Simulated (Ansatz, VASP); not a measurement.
# Two plane-wave programs on ScSi4O

```
Sc Si O
1.0
     4.21253    0.00000    0.00000
     0.00000    4.21253    0.00000
     0.00000    0.00000    4.21253
Sc Si O
1 4 1
Direct
  0.00000 0.00000 0.00000
  0.14800 0.14800 0.14800
  0.14800 0.85200 0.85200
  0.85200 0.85200 0.14800
  0.85200 0.14800 0.85200
  0.50000 0.50000 0.50000
```

Change from the starting cell: species swapped into the H4BrN type (P-43m, No. 215).

Alike in both runs: task relaxation of cell and atoms; functional PBE; k mesh 4 × 4 × 4; occupations gaussian, width 0.1 eV; no spin polarisation.

|  | VASP | Ansatz |
| --- | --- | --- |
| version | VASP 6.6.1 | Ansatz 0.2.0 |
| potentials or method | VASP PAW PBE potentials, release 64 (Sc_sv, Si, O), cutoff 600 eV | scalar-relativistic, plane waves, PAW |
| valence electrons in the cell | 33 | 33 |

Ansatz gave:

| Item | Value |
| --- | --- |
| gap on the k mesh at the Fermi level, each at its own relaxed structure (eV) | none |
| relaxed volume (Å³/atom) | 21.32 |
| relaxed length of the cell vector where the two differ most in proportion (Å) | 5.039 |

Task: Which values does VASP return?

Result: gap on the k mesh at the Fermi level, each at its own relaxed structure (eV): none; relaxed volume (Å³/atom): 21.12; relaxed length of the cell vector where the two differ most in proportion (Å): 5.023.

A gap of «none» marks a metal or a gap that the smearing closes.

The k mesh is coarse, so the values compare programs but aren't converged. Noted on VASP's run: the volume moved by over 15 % at a fixed basis, so the end points are rough.
